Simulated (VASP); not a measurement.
A run of VASP 6.6.1 is set up as follows.

POSCAR

```
Ti
1.0
   -1.6177493473      1.6177493473      1.6420761524
    1.6177493473     -1.6177493473      1.6420761524
    1.6177493473      1.6177493473     -1.6420761524
Ti
1
Direct
    0.0000000000      0.0000000000      0.0000000000
```

The input INCAR.step1:

```
PREC = Accurate
ENCUT = 520
ISMEAR = -1
SIGMA = 0.05
LREAL = F
LASPH = T
NELM = 100
NBANDS = 12
GGA = PE
ALGO = Normal
EDIFF = 1E-4
LWAVE = T
LCHARG = F
```

Contents of INCAR.step2:

```
PREC = Accurate
ENCUT = 520
EDIFF = 1E-8
ISMEAR = -1
SIGMA = 0.05
LREAL = F
LASPH = T
NELM = 100
ALGO = Normal
ISIF = 2
LWAVE = F
LCHARG = F
METAGGA = R2SCAN
LMIXTAU = T
LEFG = T
NBANDS = 12
ISTART = 1
```

File KPOINTS:

```
Automatic mesh
0
Gamma
  18 18 18
```

Potentials or basis: VASP PAW PBE potentials, release 64 (Ti_sv).

Command:

```bash
$ cat potpaw_PBE.64/Ti_sv/POTCAR > POTCAR
$ cp INCAR.step1 INCAR
$ mpirun -np 1 vasp_std > vasp.out
$ cp INCAR.step2 INCAR
$ mpirun -np 1 vasp_std > vasp.out
```

(1) Predict the pressure.

(2) Predict the band gap on the k mesh.

Answers

(1) 0.5 GPa.

(2) zero (bands 6 and 7 overlap by 1.79 eV).

Caveat: without QUAD_EFG the Cq values of the log hold for a quadrupole moment of 1 mb, not for the nuclei; the PAW data sets were made with another functional, which shifts forces and pressure a little.
